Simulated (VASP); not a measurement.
# AgCl in VASP: notebook

Runs on AgCl. Level: PBEsol. Tasks: single point.

Program: VASP 6.6.1. These are calculated values, not measurements. Logs are shortened: lines on timing, memory, paths and dates and some standing lists are left out, and cuts for length are marked.

### Step 1. The cell of the first run

It takes space group Fm-3m (No. 225, cubic). The conventional cell has a = 5.713 Å, b = 5.713 Å, c = 5.713 Å, α = 90.00°, β = 90.00°, γ = 90.00°. Within 3.8 Å of Ag (site symmetry m-3m) lie 6 Cl at 2.86 Å. Within 3.8 Å of Cl (site symmetry m-3m) lie 6 Ag at 2.86 Å.

### Step 2. Single point, PBEsol (strain +0.030 along x and y, +0.030 along z)

INCAR

```
PREC = Accurate ; ENCUT = 520
EDIFF = 1E-6 ; ISMEAR = 0
SIGMA = 0.05 ; LREAL = False
LASPH = True ; NELM = 60
ALGO = Normal ; ISIF = 2
LWAVE = False ; LCHARG = False
GGA = PS ; NBANDS = 16
```

KPOINTS

```
regular mesh
0
Gamma
  8 8 8
```

POSCAR

```
AgCl
1.0
    0.0000000000      2.8563445000      2.8563445000
    2.8563445000      0.0000000000      2.8563445000
    2.8563445000      2.8563445000      0.0000000000
Ag Cl
1 1
Direct
    0.5000000000      0.5000000000      0.5000000000
    0.0000000000      0.0000000000      0.0000000000
```

Potentials or basis: VASP PAW PBE potentials, release 64 (Ag, Cl).

Command:

```sh
$ cat potpaw_PBE.64/Ag/POTCAR potpaw_PBE.64/Cl/POTCAR > POTCAR
$ mpirun -np 1 vasp_std > vasp.out
```

OUTCAR:

```text
PREC = Accurate
   ENCUT = 520
   EDIFF = 1E-6
   ISMEAR = 0
   LREAL = False
   LASPH = True
   NELM = 60
   ISIF = 2
   GGA = PS

 ion  position               nearest neighbor table
   1  0.500  0.500  0.500-   2 2.86   2 2.86   2 2.86   2 2.86   2 2.86   2 2.86
   2  0.000  0.000  0.000-   1 2.86   1 2.86   1 2.86   1 2.86   1 2.86   1 2.86

  LATTYP: Found a face centered cubic cell.
 ALAT       =     5.7126890000

  Lattice vectors:

 A1 = (   0.0000000000,   2.8563445000,   2.8563445000)
 A2 = (   2.8563445000,   0.0000000000,   2.8563445000)
 A3 = (   2.8563445000,   2.8563445000,   0.0000000000)

Analysis of symmetry for initial positions (statically):
=====================================================================
 Subroutine PRICEL returns:
 Original cell was already a primitive cell.

 Routine SETGRP: Setting up the symmetry group for a
 face centered cubic supercell.

 Subroutine GETGRP returns: Found 48 space group operations
 (whereof 48 operations were pure point group operations)
 out of a pool of 48 trial point group operations.

The static configuration has the point symmetry O_h .

Analysis of symmetry for dynamics (positions and initial velocities):
=====================================================================
 Subroutine PRICEL returns:
 Original cell was already a primitive cell.

 Routine SETGRP: Setting up the symmetry group for a
 face centered cubic supercell.

 Subroutine GETGRP returns: Found 48 space group operations
 (whereof 48 operations were pure point group operations)
 out of a pool of 48 trial point group operations.

The dynamic configuration has the point symmetry O_h .

 Subroutine INISYM returns: Found 48 space group operations
 (whereof 48 operations are pure point group operations),
 and found     1 'primitive' translations

----------------------------------------------------------------------------------------

                                     Primitive cell

  volume of cell :      46.6081

  direct lattice vectors                    reciprocal lattice vectors
     0.000000000  2.856344500  2.856344500    -0.175048913  0.175048913  0.175048913
     2.856344500  0.000000000  2.856344500     0.175048913 -0.175048913  0.175048913
     2.856344500  2.856344500  0.000000000     0.175048913  0.175048913 -0.175048913

  length of vectors
     4.039481131  4.039481131  4.039481131     0.303193611  0.303193611  0.303193611

  position of ions in fractional coordinates (direct lattice)
     0.500000000  0.500000000  0.500000000
     0.000000000  0.000000000  0.000000000

  ion indices of the primitive-cell ions
   primitive index   ion index
                 1           1
                 2           2

----------------------------------------------------------------------------------------

 KPOINTS: regular mesh

Automatic generation of k-mesh.
 Grid dimensions read from file:
 generate k-points for:    8    8    8

 Generating k-lattice:

  Cartesian coordinates                     Fractional coordinates (reciprocal lattice)
    -0.021881114  0.021881114  0.021881114     0.125000000  0.000000000  0.000000000
     0.021881114 -0.021881114  0.021881114     0.000000000  0.125000000  0.000000000
     0.021881114  0.021881114 -0.021881114     0.000000000  0.000000000  0.125000000

  Length of vectors
     0.037899201  0.037899201  0.037899201

  Shift w.r.t. Gamma in fractional coordinates (k-lattice)
     0.000000000  0.000000000  0.000000000

 Subroutine IBZKPT returns following result:
 ===========================================

 Found     29 irreducible k-points:

 Following reciprocal coordinates:
            Coordinates               Weight
  0.000000  0.000000  0.000000      1.000000
  0.125000  0.000000  0.000000      8.000000
  0.250000  0.000000  0.000000      8.000000
  0.375000  0.000000  0.000000      8.000000
  0.500000  0.000000  0.000000      4.000000
  0.125000  0.125000  0.000000      6.000000
[... 16 lines left out ...]
  0.500000  0.250000  0.125000     48.000000
 -0.375000  0.250000  0.125000     24.000000
 [... further k-points ...]
   k-points           NKPTS =     29   k-points in BZ     NKDIM =     29   number of bands    NBANDS=     16
   number of dos      NEDOS =    301   number of ions     NIONS =      2
   total plane-waves  NPLWV =  27000
   dimension x,y,z NGX =    30 NGY =   30 NGZ =   30
   dimension x,y,z NGXF=    60 NGYF=   60 NGZF=   60
   ions per type =               1   1
   NGX,Y,Z   is equivalent  to a cutoff of  12.35, 12.35, 12.35 a.u.
   NGXF,Y,Z  is equivalent  to a cutoff of  24.69, 24.69, 24.69 a.u.
 SYSTEM =  unknown system
   PREC   = accura    normal or accurate (medium, high low for compatibility)
   ISTART =      0    job   : 0-new  1-cont  2-samecut
   ICHARG =      2    charge: 1-file 2-atom 10-const
   ISPIN  =      1    spin polarized calculation?
   LNONCOLLINEAR =      F non collinear calculations
   LSORBIT =      F    spin-orbit coupling
   LASPH  =      T    aspherical Exc in radial PAW
   ENCUT  =  520.0 eV  38.22 Ry    6.18 a.u.   7.51  7.51  7.51*2*pi/ulx,y,z
   NELM   =     60;   NELMIN=  2; NELMDL= -5     # of ELM steps
   EDIFF  = 0.1E-05   stopping-criterion for ELM
   LREAL  =      F    real-space projection
   EDIFFG = 0.1E-04   stopping-criterion for IOM
   NSW    =      0    number of steps for IOM
   IBRION =     -1    ionic relax: 0-MD 1-quasi-New 2-CG
   NFREE  =      0    steps in history (QN), initial steepest desc. (CG)
   ISIF   =      2    stress and relaxation
   ISYM   =      2    0-nonsym 1-usesym 2-fastsym
   POTIM  = 0.5000    time-step for ionic-motion
   TEBEG  =    0.0;   TEEND  =   0.0 temperature during run
   PSTRESS=    0.0 pullay stress
   NELECT =      18.0000    total number of electrons
   NUPDOWN=      -1.0000    fix difference up-down
   EMIN   =  10.00;   EMAX   =-10.00  energy-range for DOS
   EFERMI =   0.00;   METHOD = LEGACY
   ISMEAR =     0;   SIGMA  =   0.05  broadening in eV -4-tet -1-fermi 0-gaus
   EFERMI_NEDOS =   21; number of points for ismear=-14 and -15
   IALGO  =     38    algorithm
   IMIX   =      4    mixing-type and parameters
     AMIX     =   0.40;   BMIX     =  1.00
     AMIX_MAG =   1.60;   BMIX_MAG =  1.00
  volume/ion in A,a.u.               =      23.30       157.26
  Fermi-wavevector in a.u.,A,eV,Ry     =   1.192189  2.252910 19.338157  1.421314
  Thomas-Fermi vector in A             =   2.328233
   LORBIT       =      0    0 simple, 1 ext, 2 COOP (PROOUT), +10 PAW based schemes
   GGA     = PS    functional components
   LHFCALC =     F    Hartree Fock is set to
   AEXX    =    0.0000 exact exchange contribution
   IVDW    =     0    specifies the selected vdW correction
   LEPSILON=     F    determine dielectric tensor
   LRPA    =     F    only Hartree local field effects (RPA)
 non-spin polarized calculation
 Gauss-broadening in eV      SIGMA  =   0.05
  energy-cutoff  :      520.00
  volume of cell :       46.61
 maximum number of plane-waves:      1283
   NGX = 15   NGY = 15   NGZ = 15

 number of electron      18.0000000 magnetization

 Free energy of the ion-electron system (eV)
  ---------------------------------------------------
  ext. energy  EPLUGINS =         0.00000000
  ---------------------------------------------------
  free energy    TOTEN  =        -5.93639802 eV

  energy without entropy =       -5.93639802  energy(sigma->0) =       -5.93639802

 E-fermi :   2.8915     XC(G=0):  -9.7574

 val. band max:        2.6421164949   @ k =   0.5000   0.0000   0.0000
 cond. band min:       3.4134992734   @ k =   0.0000   0.0000   0.0000
 fundamental gap:      0.7713827785
 Fermi energy:         2.8915175685

 k-point     1 :       0.0000    0.0000    0.0000
  band No.  band energies     occupation
      1     -11.9355      2.00000
      2       0.4957      2.00000
      3       0.4957      2.00000
      4       0.4957      2.00000
      5       0.5300      2.00000
      6       0.5300      2.00000
[... 8 lines left out ...]
     15      15.2953      0.00000
     16      15.2953      0.00000

 k-point     2 :       0.1250    0.0000    0.0000
  band No.  band energies     occupation
      1     -11.8876      2.00000
      2      -0.1017      2.00000
      3      -0.0514      2.00000
      4      -0.0514      2.00000
      5       0.5405      2.00000
      6       0.5405      2.00000
[... 8 lines left out ...]
     15      14.4061      0.00000
     16      14.9146      0.00000

 k-point     3 :       0.2500    0.0000    0.0000
  band No.  band energies     occupation
      1     -11.7680      2.00000
      2      -1.0264      2.00000
      3      -0.5601      2.00000
      4      -0.5601      2.00000
      5       0.6435      2.00000
      6       0.6435      2.00000
[... 8 lines left out ...]
     15      14.7788      0.00000
     16      14.7788      0.00000

 k-point     4 :       0.3750    0.0000    0.0000
  band No.  band energies     occupation
      1     -11.6422      2.00000
      2      -1.7169      2.00000
      3      -0.8857      2.00000
      4      -0.8857      2.00000
      5       0.7502      2.00000
      6       0.7502      2.00000
[... 8 lines left out ...]
     15      15.6930      0.00000
     16      15.6930      0.00000

 k-point     5 :       0.5000    0.0000    0.0000
  band No.  band energies     occupation
      1     -11.5882      2.00000
      2      -1.9685      2.00000
      3      -0.9976      2.00000
      4      -0.9976      2.00000
      5       0.7954      2.00000
      6       0.7954      2.00000
[... 8 lines left out ...]
     15      16.3383      0.00000
     16      16.3383      0.00000

 k-point     6 :       0.1250    0.1250    0.0000
  band No.  band energies     occupation
      1     -11.8733      2.00000
      2      -0.5395      2.00000
      3       0.2104      2.00000
      4       0.2104      2.00000
      5       0.4563      2.00000
      6       0.5526      2.00000
[... 8 lines left out ...]
     15      16.3561      0.00000
     16      16.4375      0.00000

 k-point     7 :       0.2500    0.1250    0.0000
  band No.  band energies     occupation
      1     -11.7818      2.00000
      2      -1.0486      2.00000
      3      -0.2830      2.00000
      4      -0.2195      2.00000
      5       0.5125      2.00000
      6       0.6607      2.00000
[... 8 lines left out ...]
     15      15.8689      0.00000
     16      16.1720      0.00000

 k-point     8 :       0.3750    0.1250    0.0000
  band No.  band energies     occupation
      1     -11.6621      2.00000
      2      -1.5127      2.00000
      3      -0.7999      2.00000
      4      -0.6576      2.00000
      5       0.6315      2.00000
      6       0.7708      2.00000
[... 8 lines left out ...]
     15      16.1742      0.00000
     16      16.3273      0.00000

 k-point     9 :       0.5000    0.1250    0.0000
  band No.  band energies     occupation
      1     -11.5853      2.00000
      2      -1.8069      2.00000
      3      -0.9832      2.00000
      4      -0.9161      2.00000
      5       0.7459      2.00000
      6       0.8076      2.00000
[... 8 lines left out ...]
     15      16.4809      0.00000
     16      16.8810      0.00000
[... 172 lines left out ...]
 k-point    19 :       0.5000    0.3750    0.0000
  band No.  band energies     occupation
      1     -11.5702      2.00000
      2      -1.1725      2.00000
      3      -0.4333      2.00000
      4      -0.2988      2.00000
      5       0.4278      2.00000
      6       0.8618      2.00000
[... 8 lines left out ...]
     15      17.4314      0.00000
     16      17.8779      0.00000

 k-point    20 :      -0.3750    0.3750    0.0000
  band No.  band energies     occupation
      1     -11.5503      2.00000
      2      -1.0368      2.00000
      3      -0.9850      2.00000
      4      -0.6616      2.00000
      5       0.6027      2.00000
      6       0.8463      2.00000
[... 8 lines left out ...]
     15      16.3167      0.00000
     16      18.2301      0.00000

 k-point    21 :       0.5000    0.5000    0.0000
  band No.  band energies     occupation
      1     -11.5667      2.00000
      2      -1.1176      2.00000
      3       0.0129      2.00000
      4       0.0129      2.00000
      5       0.2293      2.00000
      6       0.6863      2.00000
[... 8 lines left out ...]
     15      17.7632      0.00000
     16      17.7636      0.00000

 k-point    22 :       0.3750    0.2500    0.1250
  band No.  band energies     occupation
      1     -11.6941      2.00000
      2      -1.3590      2.00000
      3      -0.6344      2.00000
      4      -0.2860      2.00000
      5       0.5747      2.00000
      6       0.7383      2.00000
[... 8 lines left out ...]
     15      16.6002      0.00000
     16      17.4595      0.00000

 k-point    23 :       0.5000    0.2500    0.1250
  band No.  band energies     occupation
      1     -11.6036      2.00000
      2      -1.5372      2.00000
      3      -0.8933      2.00000
      4      -0.6482      2.00000
      5       0.6705      2.00000
      6       0.8012      2.00000
[... 8 lines left out ...]
     15      16.8090      0.00000
     16      17.3290      0.00000

 k-point    24 :      -0.3750    0.2500    0.1250
  band No.  band energies     occupation
      1     -11.5653      2.00000
      2      -1.5878      2.00000
      3      -0.9247      2.00000
      4      -0.8934      2.00000
      5       0.7398      2.00000
      6       0.7989      2.00000
[... 8 lines left out ...]
     15      15.8152      0.00000
     16      17.3009      0.00000

 [... further k-points ...]
[... 5 lines left out ...]
  --------------------------------------------------------------------------------------
  -------------------------------------------------------------------------------------
  Total       -1.6348655     -1.6348655     -1.6348655      0.0000000      0.0000000     -0.0000000
  in kB      -56.1992943    -56.1992943    -56.1992943      0.0000000      0.0000000     -0.0000000
  external PRESSURE =     -56.1992943 kB  Pullay stress =       0.0000000 kB

 VOLUME and BASIS-vectors are now :
 -----------------------------------------------------------------------------
  energy-cutoff  :      520.00
  volume of cell :       46.61
      direct lattice vectors                 reciprocal lattice vectors
     0.000000000  2.856344500  2.856344500    -0.175048913  0.175048913  0.175048913
     2.856344500  0.000000000  2.856344500     0.175048913 -0.175048913  0.175048913
     2.856344500  2.856344500  0.000000000     0.175048913  0.175048913 -0.175048913

 POSITION                                       TOTAL-FORCE (eV/Angst)
 -----------------------------------------------------------------------------------
      2.85634      2.85634      2.85634         0.000000      0.000000      0.000000
      0.00000      0.00000      0.00000        -0.000000     -0.000000     -0.000000
 -----------------------------------------------------------------------------------
    total drift:                                0.000000      0.000000      0.000000

  FREE ENERGIE OF THE ION-ELECTRON SYSTEM (eV)
  ---------------------------------------------------
  free  energy   TOTEN  =        -5.9363980171 eV

  energy  without entropy=       -5.9363980171  energy(sigma->0) =       -5.93639802
```

It took 11 s on 1 thread of Intel Xeon Platinum 8488C (Sapphire Rapids), shared host; peak memory 0.17 GiB.

Results:

| Item | Value |
| --- | --- |
| Free energy | -5.9364 eV |
| Pressure | -5.6 GPa |
| Band gap on the k mesh | 0.77 eV, indirect (least direct gap 2.75 eV) |

Levels at points of the mesh, in eV from the valence-band top:
| k point | band 6 | band 7 | band 8 | band 9 | band 10 | band 11 | band 12 | band 13 |
| --- | --- | --- | --- | --- | --- | --- | --- | --- |
| (0.00, 0.00, 0.00) | -2.11 | -1.98 | -1.98 | -1.98 | 0.77 | 10.77 | 10.77 | 10.77 |
| (0.50, 0.00, 0.00) | -1.85 | -1.57 | 0.00 | 0.00 | 4.26 | 5.98 | 7.67 | 7.67 |
| (0.50, 0.50, 0.00) | -1.96 | -1.75 | -1.75 | -1.72 | 2.37 | 7.97 | 8.18 | 10.91 |

Caveat: the cell differs from its parent crystal (strain +0.030 along x and y, +0.030 along z); the PAW data sets were made with another functional, which shifts forces and pressure a little. A k mesh can miss the band edges.

(Part 1 of 2 ends here.)
